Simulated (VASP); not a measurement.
# CdTe (P6/mmm) in VASP: notebook, part 2 of 2

VASP 6.6.1. The steps go on from the part before.

**4. Relaxation of cell and atoms, PBE**

This run uses another cell than the first one: it holds 4 atoms, not 2.

The input, INCAR:

```
PREC = Accurate ; ENCUT = 600
EDIFF = 1E-6 ; ISMEAR = 0
SIGMA = 0.1 ; LREAL = F
LASPH = T ; NELM = 80
ALGO = Normal ; ISIF = 3
LWAVE = F ; LCHARG = F
GGA = PE ; IBRION = 2
NSW = 90 ; EDIFFG = -0.04
```

The input, KPOINTS:

```
Automatic mesh
0
Gamma
  6 6 2
```

The input, POSCAR:

```
CdTe
1.0
    4.1168342800      0.0000000000      0.0000000000
   -2.0584171400      3.5652830700      0.0000000000
    0.0000000000      0.0000000000      9.4263798300
Cd Te
2 2
Direct
    0.0000000000      0.0000000000      0.2224922700
    0.0000000000      0.0000000000      0.7775077300
    0.0000000000      0.0000000000      0.0000000000
    0.0000000000      0.0000000000      0.5000000000
```

Run with:

```
> cat potpaw_PBE.64/Cd/POTCAR potpaw_PBE.64/Te/POTCAR > POTCAR
> mpirun -np 1 vasp_std > vasp.out
```

It took 8.1 min on 1 thread of Intel Xeon 6975P-C (Granite Rapids), shared host; peak memory 0.35 GiB.

The run converged. Its results:

| Quantity | Value |
| --- | --- |
| Free energy | -6.2496 eV |
| Relaxed volume | 40.18 Å³/atom |
| Relaxed cell | a = 4.112 Å, b = 4.112 Å, c = 10.977 Å, α = 90.00°, β = 90.00°, γ = 120.00° |
| Space group after relaxing (to 0.05 Å) | P6/mmm (No. 191) |
| Energy gained by relaxing | 1334.9 meV/atom |
| Ionic steps | 14 |
| Pressure after relaxing | 0.0 GPa |
| Largest force after relaxing | 0.027 eV/Å |
| Band gap on the k mesh | zero (band 18 reaches 2.49 eV, above the bottom of band 19 at 1.13 eV) |

Forces in eV/Å, atoms in the order of the input:
```
Cd   0.000  0.000  0.027
Cd   0.000  0.000 -0.027
Te   0.000  0.000  0.000
Te   0.000  0.000  0.000
```

Stress tensor (GPa, compression positive):
```
-0.11  0.00  0.00
 0.00 -0.11  0.00
 0.00  0.00  0.16
```

The path:
```
step  energy change (eV)  largest force (eV/Å)  pressure (GPa)  volume (Å³)
   1              0.0000               12.2577           23.39       138.36
   2             -2.9148                0.2695           -4.53       242.58
   3             -3.2353                0.2182           -4.18       231.93
   4             -3.4516                0.1517           -4.07       224.02
   5             -4.8902                0.4475           -3.27       180.65
   6             -5.3127                0.2784            0.94       159.37
   7             -5.3040                0.4578           -0.65       164.46
   8             -5.3229                0.3951            0.05       161.96
   9             -5.3235                0.3784            0.21       161.48
  10             -5.3341                0.2007           -0.20       162.46
  11             -5.3352                0.1286           -0.36       162.91
  12             -5.3395                0.0165           -0.18       161.33
  13             -5.3393                0.0716            0.00       160.17
  14             -5.3398                0.0267           -0.02       160.74
```

Final structure:
```xyz
4
Lattice="4.1121 0.0000 0.0000 -2.0560 3.5612 0.0000 0.0000 0.0000 10.9766" Properties=species:S:1:pos:R:3 pbc="T T T"
Cd    0.0000    0.0000    2.7413
Cd    0.0000    0.0000    8.2352
Te    0.0000    0.0000    0.0000
Te    0.0000    0.0000    5.4883
```

Levels at points of the mesh, in eV from the Fermi level:
| k point | band 15 | band 16 | band 17 | band 18 | band 19 | band 20 | band 21 | band 22 |
| --- | --- | --- | --- | --- | --- | --- | --- | --- |
| (0.00, 0.00, 0.00) | -2.72 | 0.35 | 0.35 | 0.68 | 0.68 | 2.67 | 4.21 | 5.45 |
| (0.50, 0.00, 0.00) | -2.77 | -2.43 | -0.81 | -0.46 | -0.08 | 0.17 | 1.96 | 4.05 |
| (0.00, 0.00, 0.50) | -0.16 | -0.16 | 0.50 | 0.50 | 0.51 | 0.51 | 5.45 | 6.75 |
| (0.50, 0.00, 0.50) | -2.77 | -2.76 | -0.28 | -0.28 | 0.97 | 0.97 | 1.25 | 1.25 |

Caveat: the volume moved by over 15 % at a fixed basis, so the end points are rough; spin-orbit coupling is left out, which moves the levels of the heavy elements.

**5. Relaxation of cell and atoms, PBE**

The input, INCAR:

```
SYSTEM = CdTe
PREC = Accurate
ENCUT = 600
EDIFF = 1E-7
ISMEAR = 0
SIGMA = 0.1
LREAL = .FALSE.
LASPH = .TRUE.
NELM = 100
ALGO = Normal
ISIF = 3
LWAVE = .FALSE.
LCHARG = .FALSE.
GGA = PE
IBRION = 2
NSW = 100
EDIFFG = -0.01
```

The input, KPOINTS:

```
Automatic mesh
0
G
  18 18 10
  0 0 0
```

The input, POSCAR:

```
CdTe
1.0
    3.1936146643      0.0000000000      0.0000000000
   -1.5968073321      2.7657514291      0.0000000000
    0.0000000000      0.0000000000      6.4427973281
Cd Te
1 1
Direct
    0.0000000000      0.0000000000      0.5000000000
    0.0000000000      0.0000000000      0.0000000000
```

Potentials or basis: VASP PAW PBE potentials, release 64 (Cd, Te).

Run with:

```
> cat potpaw_PBE.64/Cd/POTCAR potpaw_PBE.64/Te/POTCAR > POTCAR
> mpirun -np 1 vasp_std > vasp.out
```

OUTCAR:

```text
SYSTEM = CdTe
   PREC = Accurate
   ENCUT = 600
   EDIFF = 1E-7
   ISMEAR = 0
   LREAL = .FALSE.
   LASPH = .TRUE.
   NELM = 100
   ISIF = 3
   GGA = PE
   IBRION = 2
   NSW = 100
   EDIFFG = -0.01

 ion  position               nearest neighbor table
   1  0.000  0.000  0.500-   2 3.22   2 3.22
   2  0.000  0.000  0.000-   1 3.22   1 3.22

  LATTYP: Found a hexagonal cell.
 ALAT       =     3.1936146643
 C/A-ratio  =     2.0173997195

  Lattice vectors:

 A1 = (   3.1936146643,   0.0000000000,   0.0000000000)
 A2 = (  -1.5968073321,   2.7657514291,   0.0000000000)
 A3 = (   0.0000000000,   0.0000000000,   6.4427973281)

Analysis of symmetry for initial positions (statically):
=====================================================================
 Subroutine PRICEL returns:
 Original cell was already a primitive cell.

 Routine SETGRP: Setting up the symmetry group for a
 hexagonal supercell.

 Subroutine GETGRP returns: Found 24 space group operations
 (whereof 24 operations were pure point group operations)
 out of a pool of 24 trial point group operations.

The static configuration has the point symmetry D_6h.

Analysis of symmetry for dynamics (positions and initial velocities):
=====================================================================
 Subroutine PRICEL returns:
 Original cell was already a primitive cell.

 Routine SETGRP: Setting up the symmetry group for a
 hexagonal supercell.

 Subroutine GETGRP returns: Found 24 space group operations
 (whereof 24 operations were pure point group operations)
 out of a pool of 24 trial point group operations.

The dynamic configuration has the point symmetry D_6h.

 Subroutine INISYM returns: Found 24 space group operations
 (whereof 24 operations are pure point group operations),
 and found     1 'primitive' translations

----------------------------------------------------------------------------------------

                                     Primitive cell

  volume of cell :      56.9076

  direct lattice vectors                    reciprocal lattice vectors
     3.193614664  0.000000000  0.000000000     0.313124815  0.180782696  0.000000000
    -1.596807332  2.765751429  0.000000000     0.000000000  0.361565392  0.000000000
     0.000000000  0.000000000  6.442797328     0.000000000  0.000000000  0.155212084

  length of vectors
     3.193614664  3.193614664  6.442797328     0.361565392  0.361565392  0.155212084

  position of ions in fractional coordinates (direct lattice)
     0.000000000  0.000000000  0.500000000
     0.000000000  0.000000000  0.000000000

  ion indices of the primitive-cell ions
   primitive index   ion index
                 1           1
                 2           2

----------------------------------------------------------------------------------------

 KPOINTS: Automatic mesh

Automatic generation of k-mesh.
 Grid dimensions read from file:
 generate k-points for:   18   18   10

 Generating k-lattice:

  Cartesian coordinates                     Fractional coordinates (reciprocal lattice)
     0.017395823  0.010043483  0.000000000     0.055555556  0.000000000  0.000000000
     0.000000000  0.020086966  0.000000000     0.000000000  0.055555556  0.000000000
     0.000000000  0.000000000  0.015521208     0.000000000  0.000000000  0.100000000

  Length of vectors
     0.020086966  0.020086966  0.015521208

  Shift w.r.t. Gamma in fractional coordinates (k-lattice)
     0.000000000  0.000000000  0.000000000

 Subroutine IBZKPT returns following result:
 ===========================================

 Found    222 irreducible k-points:

 Following reciprocal coordinates:
            Coordinates               Weight
  0.000000  0.000000  0.000000      1.000000
  0.055556 -0.000000  0.000000      6.000000
  0.111111 -0.000000  0.000000      6.000000
  0.166667  0.000000  0.000000      6.000000
  0.222222  0.000000  0.000000      6.000000
  0.277778  0.000000  0.000000      6.000000
[... 16 lines left out ...]
  0.333333  0.111111  0.000000     12.000000
  0.388889  0.111111  0.000000     12.000000
 [... further k-points ...]
   k-points           NKPTS =    222   k-points in BZ     NKDIM =    222   number of bands    NBANDS=     13
   number of dos      NEDOS =    301   number of ions     NIONS =      2
   total plane-waves  NPLWV =  42336
   dimension x,y,z NGX =    28 NGY =   28 NGZ =   54
   dimension x,y,z NGXF=    56 NGYF=   56 NGZF=  108
   ions per type =               1   1
   NGX,Y,Z   is equivalent  to a cutoff of  14.58, 14.58, 13.93 a.u.
   NGXF,Y,Z  is equivalent  to a cutoff of  29.15, 29.15, 27.87 a.u.
 SYSTEM =  CdTe
   PREC   = accura    normal or accurate (medium, high low for compatibility)
   ISTART =      0    job   : 0-new  1-cont  2-samecut
   ICHARG =      2    charge: 1-file 2-atom 10-const
   ISPIN  =      1    spin polarized calculation?
   LNONCOLLINEAR =      F non collinear calculations
   LSORBIT =      F    spin-orbit coupling
   LASPH  =      T    aspherical Exc in radial PAW
   ENCUT  =  600.0 eV  44.10 Ry    6.64 a.u.   6.38  6.38 12.87*2*pi/ulx,y,z
   NELM   =    100;   NELMIN=  2; NELMDL= -5     # of ELM steps
   EDIFF  = 0.1E-06   stopping-criterion for ELM
   LREAL  =      F    real-space projection
   EDIFFG = -.1E-01   stopping-criterion for IOM
   NSW    =    100    number of steps for IOM
   IBRION =      2    ionic relax: 0-MD 1-quasi-New 2-CG
   NFREE  =      1    steps in history (QN), initial steepest desc. (CG)
   ISIF   =      3    stress and relaxation
   ISYM   =      2    0-nonsym 1-usesym 2-fastsym
   POTIM  = 0.5000    time-step for ionic-motion
   TEBEG  =    0.0;   TEEND  =   0.0 temperature during run
   PSTRESS=    0.0 pullay stress
   NELECT =      18.0000    total number of electrons
   NUPDOWN=      -1.0000    fix difference up-down
   EMIN   =  10.00;   EMAX   =-10.00  energy-range for DOS
   EFERMI =   0.00;   METHOD = LEGACY
   ISMEAR =     0;   SIGMA  =   0.10  broadening in eV -4-tet -1-fermi 0-gaus
   EFERMI_NEDOS =   21; number of points for ismear=-14 and -15
   IALGO  =     38    algorithm
   IMIX   =      4    mixing-type and parameters
     AMIX     =   0.40;   BMIX     =  1.00
     AMIX_MAG =   1.60;   BMIX_MAG =  1.00
  volume/ion in A,a.u.               =      28.45       192.02
  Fermi-wavevector in a.u.,A,eV,Ry     =   1.115430  2.107857 16.928150  1.244184
  Thomas-Fermi vector in A             =   2.252035
   LORBIT       =      0    0 simple, 1 ext, 2 COOP (PROOUT), +10 PAW based schemes
   GGA     = PE    functional components
   LHFCALC =     F    Hartree Fock is set to
   AEXX    =    0.0000 exact exchange contribution
   IVDW    =     0    specifies the selected vdW correction
   LEPSILON=     F    determine dielectric tensor
   LRPA    =     F    only Hartree local field effects (RPA)
 conjugate gradient relaxation of ions
 non-spin polarized calculation
 Gauss-broadening in eV      SIGMA  =   0.10
  energy-cutoff  :      600.00
  volume of cell :       56.91
 maximum number of plane-waves:      1921
 NGX is ok and might be reduce to    28

 number of electron      17.9999997 magnetization

 Free energy of the ion-electron system (eV)
  ---------------------------------------------------
  ext. energy  EPLUGINS =         0.00000000
  ---------------------------------------------------
  free energy    TOTEN  =        -3.73326233 eV

  energy without entropy =       -3.72619416  energy(sigma->0) =       -3.72972825

 E-fermi :   4.4631     XC(G=0):  -9.7781

 val. band max:        4.4400218605   @ k =   0.3333   0.1111   0.5000
 cond. band min:       4.4655394305   @ k =   0.1667   0.0556   0.0000
 fundamental gap:      0.0255175701
 Fermi energy:         4.4631155977

 k-point     1 :       0.0000    0.0000    0.0000
  band No.  band energies     occupation
      1      -9.0345      2.00000
      2      -4.3791      2.00000
      3      -4.1211      2.00000
      4      -4.1211      2.00000
      5      -3.7047      2.00000
      6      -3.7047      2.00000
      7      -0.8305      2.00000
      8      -0.2971      2.00000
      9       8.3896      0.00000
     10       8.3896      0.00000
     11       9.0713      0.00000
     12      12.6792      0.00000
     13      14.9959      0.00000
[... 353 lines left out ...]
 k-point    24 :       0.3889    0.1111    0.0000
  band No.  band energies     occupation
      1      -5.9967      2.00000
      2      -4.4298      2.00000
      3      -4.1551      2.00000
      4      -3.8350      2.00000
      5      -3.6630      2.00000
      6      -3.5345      2.00000
      7      -0.8705      2.00000
      8       2.6341      2.00000
      9       3.5856      2.00000
     10       4.1918      1.99988
     11       6.0799      0.00000
     12       8.5942      0.00000
     13      11.8297      0.00000

 [... further k-points ...]
[... 5 lines left out ...]
  --------------------------------------------------------------------------------------
  -------------------------------------------------------------------------------------
  Total       -0.0014852     -0.0014852      0.0071579     -0.0000000      0.0000000     -0.0000000
  in kB       -0.0418143     -0.0418143      0.2015251     -0.0000000      0.0000000     -0.0000000
  external PRESSURE =       0.0392988 kB  Pullay stress =       0.0000000 kB

 VOLUME and BASIS-vectors are now :
 -----------------------------------------------------------------------------
  energy-cutoff  :      600.00
  volume of cell :       56.91
      direct lattice vectors                 reciprocal lattice vectors
     3.193614664  0.000000000  0.000000000     0.313124815  0.180782696  0.000000000
    -1.596807332  2.765751429  0.000000000     0.000000000  0.361565392  0.000000000
     0.000000000  0.000000000  6.442797328     0.000000000  0.000000000  0.155212084

 POSITION                                       TOTAL-FORCE (eV/Angst)
 -----------------------------------------------------------------------------------
      0.00000      0.00000      3.22140         0.000000      0.000000      0.000000
      0.00000      0.00000      0.00000        -0.000000      0.000000      0.000000
 -----------------------------------------------------------------------------------
    total drift:                               -0.000000     -0.000000      0.000000

  FREE ENERGIE OF THE ION-ELECTRON SYSTEM (eV)
  ---------------------------------------------------
  free  energy   TOTEN  =        -3.7332623281 eV

  energy  without entropy=       -3.7261941621  energy(sigma->0) =       -3.72972825

 reached required accuracy - stopping structural energy minimisation
```

OSZICAR:

```text
N       E                     dE             d eps       ncg     rms          rms(c)
DAV:   1     0.104669983053E+03    0.10467E+03   -0.89154E+03  5772   0.136E+03
DAV:   2    -0.144368356390E+00   -0.10481E+03   -0.10037E+03  6572   0.293E+02
DAV:   3    -0.381681274552E+01   -0.36724E+01   -0.36422E+01  6782   0.546E+01
DAV:   4    -0.383813320213E+01   -0.21320E-01   -0.21302E-01  6747   0.405E+00
DAV:   5    -0.383834418784E+01   -0.21099E-03   -0.21098E-03  7092   0.424E-01    0.756E+00
DAV:   6    -0.373414982987E+01    0.10419E+00   -0.24811E-01  6509   0.546E+00    0.442E+00
DAV:   7    -0.373279320896E+01    0.13566E-02   -0.19786E-02  6187   0.114E+00    0.160E+00
DAV:   8    -0.373322494953E+01   -0.43174E-03   -0.24087E-03  6967   0.472E-01    0.136E-01
DAV:   9    -0.373325387213E+01   -0.28923E-04   -0.11313E-04  6487   0.866E-02    0.684E-02
DAV:  10    -0.373326110074E+01   -0.72286E-05   -0.27587E-05  6659   0.435E-02    0.278E-02
DAV:  11    -0.373326265404E+01   -0.15533E-05   -0.81456E-06  6597   0.246E-02    0.397E-03
DAV:  12    -0.373326239709E+01    0.25695E-06   -0.53505E-07  6612   0.652E-03    0.229E-03
DAV:  13    -0.373326232814E+01    0.68951E-07   -0.14371E-07  4718   0.290E-03
   1 F= -.37332623E+01 E0= -.37297282E+01  d E =-.373326E+01
```

Wall time 1.8 min (1 thread of Intel Xeon 6975P-C (Granite Rapids), shared host); peak memory 0.37 GiB.

Results:

| Quantity | Value |
| --- | --- |
| Free energy | -3.7333 eV |
| Pressure after relaxing | 0.0 GPa |
| Band gap on the k mesh | zero (band 9 reaches 8.39 eV, above the bottom of band 10 at 3.13 eV) |

Final structure:
```xyz
2
Lattice="3.1936 0.0000 0.0000 -1.5968 2.7658 0.0000 0.0000 0.0000 6.4428" Properties=species:S:1:pos:R:3 pbc="T T T"
Cd    0.0000    0.0000    3.2214
Te    0.0000    0.0000    0.0000
```

Caveat: the relaxation stopped at its first step, so nothing moved; spin-orbit coupling is left out, which moves the levels of the heavy elements.

**6. Overview**

```csv
task,cell,k mesh,cutoff (eV),gap on the mesh (eV),pressure (GPa)
single point,"a = 3.194, b = 3.194, c = 6.443 Å, angles 90.0, 90.0, 120.0°, 2 atoms",18 × 18 × 10,520,none,0.0
relaxation of cell and atoms,"relaxed from a = 4.117, b = 4.117, c = 9.426 Å, angles 90.0, 90.0, 120.0°, 4 atoms",6 × 6 × 2,600,none,0.0
relaxation of cell and atoms,"relaxed from a = 3.194, b = 3.194, c = 6.443 Å, angles 90.0, 90.0, 120.0°, 2 atoms",18 × 18 × 10,600,none,0.0
```

Alike in all rows: level PBE; potentials or basis VASP PAW PBE potentials, release 64 (Cd, Te); no spin polarisation; smearing gaussian 0.1 eV.

Caveats: spin-orbit coupling is left out, which moves the levels of the heavy elements; the volume moved by over 15 % at a fixed basis, so the end points are rough (some runs); the relaxation stopped at its first step, so nothing moved (some runs).

Absolute energies hang on the potentials; compare differences alone.
